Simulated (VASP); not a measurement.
Write the native input for VASP 6.6.1 that does the following.

- Task: single point
- Functional: PBE-based screened hybrid with 100 % exact exchange
- Potentials or basis: VASP PAW PBE potentials, release 64 (Na_pv, Ca_sv, I)
- Cutoff: 520 eV
- k mesh: 2 × 2 × 2
- Occupations: gaussian, width 0.01 eV
- Spin: no spin polarisation
- Dipole correction: no
- Grid for exact exchange (PRECFOCK): Fast
- Share of exact exchange: 1
- Further INCAR settings: ALGO = Normal; EDIFF = 1e-06; NBANDS = 27
- Screening parameter: 0.1 1/Å

The system is NaCaI3.

```
Na Ca I
1.0
     6.12590    0.00000    0.00000
     0.00000    6.12590    0.00000
     0.00000    0.00000    6.12590
Na Ca I
1 1 3
Cartesian
  0.0000 0.0000 0.0000
  3.0629 3.0629 3.0629
  3.0629 3.0629 0.0000
  3.0629 0.0000 3.0629
  0.0000 3.0629 3.0629
```

These files were run (other wordings do the same):

POSCAR

```
NaCaI3
1.0
    6.1258977409      0.0000000000      0.0000000000
    0.0000000000      6.1258977409      0.0000000000
    0.0000000000      0.0000000000      6.1258977409
Na Ca I
1 1 3
Direct
    0.0000000000      0.0000000000      0.0000000000
    0.5000000000      0.5000000000      0.5000000000
    0.5000000000      0.5000000000      0.0000000000
    0.5000000000      0.0000000000      0.5000000000
    0.0000000000      0.5000000000      0.5000000000
```

INCAR.step1

```
PREC = Accurate
ENCUT = 520
EDIFF = 1E-5
ISMEAR = 0
SIGMA = 0.01
LREAL = F
LASPH = T
NELM = 60
ALGO = Normal
ISIF = 2
LWAVE = T
GGA = PE
NBANDS = 27
```

INCAR.step2

```
PREC = Accurate
ENCUT = 520
EDIFF = 1E-6
ISMEAR = 0
SIGMA = 0.01
LREAL = F
LASPH = T
NELM = 60
ALGO = Normal
ISIF = 2
LWAVE = F
LCHARG = T
GGA = PE
LHFCALC = T
AEXX = 1.0
HFSCREEN = 0.1
PRECFOCK = Fast
LELF = T
LVHAR = T
ISTART = 1
NBANDS = 27
ALDAC = 1.0
AGGAC = 1.0
```

KPOINTS

```
regular mesh
0
Gamma
  2 2 2
```

Potentials or basis: VASP PAW PBE potentials, release 64 (Na_pv, Ca_sv, I).

The run is started by

```sh
$ cat potpaw_PBE.64/Na_pv/POTCAR potpaw_PBE.64/Ca_sv/POTCAR potpaw_PBE.64/I/POTCAR > POTCAR
$ cp INCAR.step1 INCAR
$ mpirun -np 1 vasp_std > vasp.out
$ cp INCAR.step2 INCAR
$ mpirun -np 1 vasp_std > vasp.out
```

It gave:

The pressure is -0.7 GPa. The band gap on the k mesh is 7.81 eV (least direct gap 8.21 eV).

Caveat: the k points lie up to 0.51 Å⁻¹ apart; the PAW data sets were made with another functional, which shifts forces and pressure a little; spin-orbit coupling is left out, which moves the levels of the heavy elements.

Wall time 3.9 min on 1 thread of AMD EPYC 7R13 Processor (Zen 3) (shared host), peak memory 0.41 GiB.
